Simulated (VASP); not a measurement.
Write the native input for VASP 6.6.1 that does the following.

- Task: single point
- Functional: LDA
- Potentials or basis: VASP PAW LDA potentials, release 64 (Si)
- Cutoff: 520 eV
- k mesh: 10 × 10 × 10
- Occupations: gaussian, width 0.03 eV
- Spin: no spin polarisation
- Dipole correction: no
- Further INCAR settings: ALGO = Normal; EDIFF = 1e-06; NBANDS = 16

The structure of Si lies in POSCAR:

```
Si
1.0
   -3.3260313965      3.2765123187      1.9083649477
    3.3260313965     -3.2765123187      1.9083649477
    3.3260313965      3.2765123187     -1.9083649477
Si
4
Direct
    0.1788433299      0.1788433299      0.3576866598
    0.8211566701      0.8211566701      0.6423133402
    0.1788433299      0.8211566701      0.0000000000
    0.8211566701      0.1788433299      0.0000000000
```

This cell differs from its parent crystal: strain +0.0075 x Voigt [1, -1, 0, 0, 0, 0].

One way to write it, as run:

INCAR

```
PREC = Accurate
ENCUT = 520
EDIFF = 1E-6
ISMEAR = 0
SIGMA = 0.03
LREAL = F
LASPH = T
NELM = 60
ALGO = Normal
ISIF = 2
LWAVE = F
LCHARG = F
NBANDS = 16
```

KPOINTS

```
regular mesh
0
Gamma
  10 10 10
```

Potentials or basis: VASP PAW LDA potentials, release 64 (Si).

Command:

```bash
$ cat potpaw_LDA.64/Si/POTCAR > POTCAR
$ mpirun -np 1 vasp_std > vasp.out
```

Results of the run:

```json
{
 "Pressure": "0.1 GPa",
 "Largest force": "0.171 eV/Å",
 "Band gap on the k mesh": "0.16 eV (least direct gap 0.22 eV)"
}
```

Caveat: the cell differs from its parent crystal (strain +0.0075 x Voigt [1, -1, 0, 0, 0, 0]); semilocal functionals underestimate gaps, and a narrow one can read as zero.

Run time: 3.3 min on 1 thread of Intel(R) Xeon(R) Platinum 8488C (Sapphire Rapids), with other jobs on the host, peak memory 0.29 GiB.
